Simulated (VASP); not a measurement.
**BaTiO3: single point with RPBE+D3(BJ)**

The system is BaTiO3.

```xyz
10
Lattice="2.7291 -4.7270 0.0000 5.4582 0.0000 0.0000 2.7291 -1.5757 4.4566" Properties=species:S:1:pos:R:3 pbc="T T T"
Ba   10.9165   -6.3026    4.4282
Ba    5.4582   -3.1513    2.1999
Ti    8.1874   -4.7269    3.3140
Ti    2.7292   -1.5755    1.0857
O     5.4582   -1.5758    4.4281
O     2.7290   -3.1513    2.1999
O     4.0936   -2.3636   -0.0284
O     4.0936   -5.5148    2.1998
O     6.8228   -2.3635   -0.0285
O     6.8228   -5.5149    2.1999
```

| Property | Result |
| --- | --- |
| Program | VASP 6.6.1 |
| Task | single point |
| Functional | RPBE |
| Dispersion | D3(BJ) |
| Potentials or basis | VASP PAW PBE potentials, release 64 (Ba_sv, Ti_sv, O) |
| Cutoff | 520 eV |
| k mesh | 6 × 6 × 6 |
| Occupations | fermi-dirac, width 0.05 eV |
| Spin | no spin polarisation |

| Quantity | Value |
| --- | --- |
| Pressure | 2.7 GPa |
| Band gap on the k mesh | 1.99 eV |
| Dispersion energy per atom | -1.830 eV |

Levels at points of the mesh, in eV from the valence-band top:
| k point | band 37 | band 38 | band 39 | band 40 | band 41 | band 42 | band 43 | band 44 |
| --- | --- | --- | --- | --- | --- | --- | --- | --- |
| (0.00, 0.00, 0.00) | -0.02 | 0.00 | 0.00 | 0.00 | 1.99 | 1.99 | 1.99 | 4.66 |
| (0.50, 0.00, 0.00) | -0.74 | -0.74 | -0.67 | -0.67 | 3.67 | 3.67 | 3.67 | 3.67 |
| (0.00, 0.50, 0.00) | -0.74 | -0.74 | -0.67 | -0.67 | 3.67 | 3.67 | 3.67 | 3.67 |
| (0.00, 0.00, 0.50) | -0.74 | -0.74 | -0.67 | -0.67 | 3.67 | 3.67 | 3.67 | 3.67 |
| (0.50, 0.50, 0.50) | -0.74 | -0.74 | -0.67 | -0.67 | 3.67 | 3.67 | 3.67 | 3.67 |
| (0.50, 0.50, 0.00) | -0.78 | -0.69 | -0.69 | -0.11 | 2.21 | 4.08 | 4.08 | 4.09 |
| (0.00, 0.50, 0.50) | -0.78 | -0.69 | -0.69 | -0.11 | 2.21 | 4.08 | 4.08 | 4.09 |
| (0.50, 0.00, 0.50) | -0.78 | -0.69 | -0.69 | -0.11 | 2.21 | 4.08 | 4.08 | 4.09 |

Run time: 15 min on 1 thread of Intel(R) Xeon(R) Platinum 8259CL CPU @ 2.50GHz (Skylake/Cascade Lake), with other jobs on the host, peak memory 0.65 GiB.

Caveat: the PAW data sets were made with another functional, which shifts forces and pressure a little; spin-orbit coupling is left out, which moves the levels of the heavy elements. A hybrid or GW would open this gap; RPBE tends to underestimate it.
